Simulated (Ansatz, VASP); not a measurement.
## C in VASP and in Ansatz

INCAR

```
ALGO     = Normal         # electronic algorithm
EDIFF    = 1E-6           # SCF threshold, eV
ENCUT    = 520            # plane-wave cutoff, eV
GGA      = PS             # functional
ISIF     = 2              # what is computed and relaxed
ISMEAR   = 0              # smearing method
LASPH    = T              # aspherical terms in the spheres
LCHARG   = F              # write CHGCAR
LREAL    = F              # projectors in reciprocal space
LWAVE    = F              # write WAVECAR
NBANDS   = 16             # bands
NELM     = 60             # most SCF steps
PREC     = Accurate       # precision mode
SIGMA    = 0.15           # smearing width, eV
```

KPOINTS

```
k-points
0
Gamma
  18 18 6
```

The input POSCAR:

```
C
1.0
    1.2868910834     -2.2285132197      0.0000000000
    1.2868910834      2.2285132197      0.0000000000
    0.0000000000      0.0000000000      7.3778182888
C
4
Direct
    0.0833216498      0.9166783502      0.7498439858
    0.5833216498      0.4166783502      0.2501560142
    0.9166783502      0.0833216498      0.2501560142
    0.4166783502      0.5833216498      0.7498439858
```

Input for Ansatz:

```yaml
crystal:
  lattice:
    - [1.2868910834, -2.2285132197, 0.0]
    - [1.2868910834, 2.2285132197, 0.0]
    - [0.0, 0.0, 7.3778182888]
  atoms:
    - { symbol: C, position: [0.0833216498, 0.9166783502, 0.7498439858] }
    - { symbol: C, position: [0.5833216498, 0.4166783502, 0.2501560142] }
    - { symbol: C, position: [0.9166783502, 0.0833216498, 0.2501560142] }
    - { symbol: C, position: [0.4166783502, 0.5833216498, 0.7498439858] }
basis:
  ecutwfc: 520.0
kpoints:
  mp_grid: { grid: [18, 18, 6] }
hamiltonian:
  xc: pbesol
  pseudopotentials: { kind: paw, azcp: { folder: soft_1 } }
scf:
  occupations: { method: gaussian, width: 0.15 }
output:
  forces: true
  stress: true
  eigenvalues: true
```

Change from the starting cell: normal strain along x +0.0467, normal strain along y +0.0467.

Alike in both runs: task single point; functional PBEsol; k mesh 18 × 18 × 6; occupations gaussian, width 0.15 eV; no spin polarisation.

|  | VASP | Ansatz |
| --- | --- | --- |
| version | VASP 6.6.1 | Ansatz 0.2.0 |
| potentials or method | VASP PAW PBE potentials, release 64 (C), cutoff 520 eV | scalar-relativistic, plane waves, PAW |
| valence electrons in the cell | 16 | 16 |

Ansatz gave:

```
gap on the k mesh at the Fermi level (eV)                     : none
pressure (GPa)                                                : -28.6
traceless stress, the component that is largest in VASP (GPa) : 28.65
```

**Question.** What did VASP give for the same quantities?

**Answer.** gap on the k mesh at the Fermi level (eV): none; pressure (GPa): -28.1; traceless stress, the component that is largest in VASP (GPa): 28.10.

VASP's potentials were made for PBE, not for PBEsol, and Ansatz warns of the same on its side. A gap of «none» marks a metal or a gap that the smearing closes. Both programs put the cell under strong tension, so it lies far from rest at this level.
